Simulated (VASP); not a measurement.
A run of VASP 6.6.1 is set up as follows.

INCAR

```
SYSTEM = NaI
PREC = Accurate
ENCUT = 400
EDIFF = 1E-6
ISMEAR = 0
SIGMA = 0.01
LREAL = .False.
LASPH = .True.
NELM = 120
ALGO = Normal
ISIF = 2
LWAVE = .False.
LCHARG = .False.
GGA = CA
NBANDS = 38
GGA_COMPAT = .False.
```

The input KPOINTS:

```
regular mesh
0
Gamma
  1 1 2
  0 0 0
```

Contents of POSCAR:

```
NaI
1.0
    0.0000000000      6.4728000000      6.4728000000
    6.4728000000      0.0000000000      6.4728000000
    3.2364000000      3.2364000000      0.0000000000
Na I
4 4
Direct
    0.0046680725     -0.0029887375     -0.0123638920
   -0.0038778427      0.5023499104     -0.0040602212
    0.5083470832     -0.0050977938     -0.0145587690
    0.5010152484      0.4954749876      0.0113924422
    0.2477680447      0.2493468051      0.5034547646
    0.2465014368      0.7497709647      0.5030736312
    0.7523471295      0.2509492801      0.4972474045
    0.7520880454      0.7509038592      0.4981440798
```

Potentials or basis: VASP PAW LDA potentials, release 64 (Na_pv, I).

Command:

```bash
$ cat potpaw_LDA.64/Na_pv/POTCAR potpaw_LDA.64/I/POTCAR > POTCAR
$ mpirun -np 1 vasp_std > vasp.out
```

**Question.** What does it give for the pressure?

**Answer.** 0.7 GPa.

**Question.** What does it give for the band gap on the k mesh?

**Answer.** 3.20 eV.

**Question.** Predict the largest force.

**Answer.** 0.085 eV/Å.

Forces on the atoms (eV/Å):
```
Na   0.037  0.012  0.015
Na  -0.028  0.050  0.012
Na   0.077 -0.029 -0.018
Na  -0.003 -0.032 -0.009
I   -0.036  0.018  0.018
I   -0.046  0.023  0.015
I    0.008 -0.014 -0.015
I   -0.009 -0.028 -0.018
```

Caveat: the k points lie up to 0.84 Å⁻¹ apart; spin-orbit coupling is left out, which moves the levels of the heavy elements.
